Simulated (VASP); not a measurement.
CdSe: electric field gradients with PBE

CdSe:

```xyz
2
Lattice="0.0000 3.0288 3.0288 3.0288 0.0000 3.0288 3.0288 3.0288 0.0000" Properties=species:S:1:pos:R:3 pbc="T T T"
Cd    0.0000    0.0000    0.0000
Se    1.5144    1.5144    1.5144
```

This cell differs from its parent crystal: volume scaled by 0.96.

```json
{
 "Program": "VASP 6.6.1",
 "Task": "electric field gradients",
 "Functional": "PBE",
 "Potentials or basis": "VASP PAW PBE potentials, release 64 (Cd, Se)",
 "Cutoff": "520 eV",
 "k mesh": "8 × 8 × 8",
 "Occupations": "fermi-dirac, width 0.03 eV",
 "Spin": "no spin polarisation",
 "Dipole correction": "no",
 "Further INCAR settings": "ALGO = Normal; EDIFF = 1e-08; NBANDS = 16"
}
```

```json
{
 "Pressure": "3.9 GPa",
 "Band gap on the k mesh": "0.63 eV, direct"
}
```

Levels at points of the mesh, in eV from the valence-band top:
```
           k point  band 6  band 7  band 8  band 9  band 10  band 11  band 12  band 13
(0.00, 0.00, 0.00)   -7.59    0.00    0.00    0.00     0.63     5.94     5.94     5.94
(0.50, 0.00, 0.00)   -7.28   -4.46   -0.77   -0.77     2.41     6.45     6.45     7.46
(0.50, 0.50, 0.00)   -7.22   -4.14   -1.90   -1.90     3.12     3.77     9.18    10.29
```

Wall time 17 s on 1 thread of AMD EPYC 9R45 96-Core Processor (Zen 5), on a shared host, peak memory 0.15 GiB.

Caveat: without QUAD_EFG the Cq values of the log hold for a quadrupole moment of 1 mb, not for the nuclei.
